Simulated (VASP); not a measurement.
Wanted: the native input for a VASP 6.6.1 run.

```
Task                   : single point
Functional             : LDA
Potentials or basis    : VASP PAW LDA potentials, release 64 (Te, Sn_d)
Cutoff                 : 520 eV
k mesh                 : 6 × 6 × 6
Occupations            : fermi-dirac, width 0.05 eV
Spin                   : no spin polarisation
Dipole correction      : no
Further INCAR settings : ALGO = Normal; EDIFF = 1e-07; NBANDS = 24
```

The structure of SnTe3 lies in POSCAR:

```
SnTe3
1.0
    0.0000000000      3.8090339678      3.8090339678
    3.8090339678      0.0000000000      3.8090339678
    3.8090339678      3.8090339678      0.0000000000
Te Sn
3 1
Direct
    0.5000000000      0.5000000000      0.5000000000
    0.7500000000      0.7500000000      0.7500000000
    0.2500000000      0.2500000000      0.2500000000
    0.0000000000      0.0000000000      0.0000000000
```

This cell differs from its parent crystal: volume scaled by 0.96.

These files were run (other wordings do the same):

INCAR

```
SYSTEM = SnTe3
  PREC = Accurate
  ENCUT = 520
  EDIFF = 1E-7
  ISMEAR = -1
  SIGMA = 0.05
  LREAL = .False.
  LASPH = .True.
  NELM = 60
  ALGO = Normal
  ISIF = 2
  LWAVE = .False.
  LCHARG = .False.
  GGA = CA
  NBANDS = 24
```

KPOINTS

```
Automatic mesh
0
Gamma
  6 6 6
  0 0 0
```

Potentials or basis: VASP PAW LDA potentials, release 64 (Te, Sn_d).

The run is started by

```console
$ cat potpaw_LDA.64/Te/POTCAR potpaw_LDA.64/Sn_d/POTCAR > POTCAR
$ mpirun -np 1 vasp_std > vasp.out
```

It gave:

* Pressure: -1.8 GPa
* Band gap on the k mesh: zero (band 16 reaches 8.50 eV, above the bottom of band 17 at 6.15 eV)

Caveat: spin-orbit coupling is left out, which moves the levels of the heavy elements.

Wall time 74 s on 1 thread of AMD EPYC 7R13 (shared host), peak memory 0.18 GiB.
